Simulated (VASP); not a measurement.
**BePd: vibrations by perturbation theory with LDA**

BePd:

```xyz
2
Lattice="2.7735 0.0000 0.0000 0.0000 2.7735 0.0000 0.0000 0.0000 2.7735" Properties=species:S:1:pos:R:3 pbc="T T T"
Be    0.0000    0.0000    0.0000
Pd    1.3868    1.3868    1.3868
```

```json
{"Program": "VASP 6.6.1", "Task": "vibrations by perturbation theory", "Functional": "LDA", "Potentials or basis": "VASP PAW LDA potentials, release 64 (Be, Pd)", "Cutoff": "520 eV", "k mesh": "14 × 14 × 14", "Occupations": "fermi-dirac, width 0.15 eV", "Spin": "no spin polarisation", "Dipole correction": "no", "Further INCAR settings": "ALGO = Normal; EDIFF = 1e-08; IBRION = 8; NSW = 1"}
```

```json
{
  "Highest phonon frequency at Γ, LO-TO splitting left out": "388 cm⁻¹"
}
```

Phonon frequencies in cm⁻¹ (negative: imaginary):
```csv
q point,frequencies
"(0.000, 0.000, 0.000)",0 0 0 388 388 388
```

Run time: 55 s on 1 thread of Intel(R) Xeon(R) 6975P-C (Granite Rapids), on a shared host, peak memory 0.28 GiB.
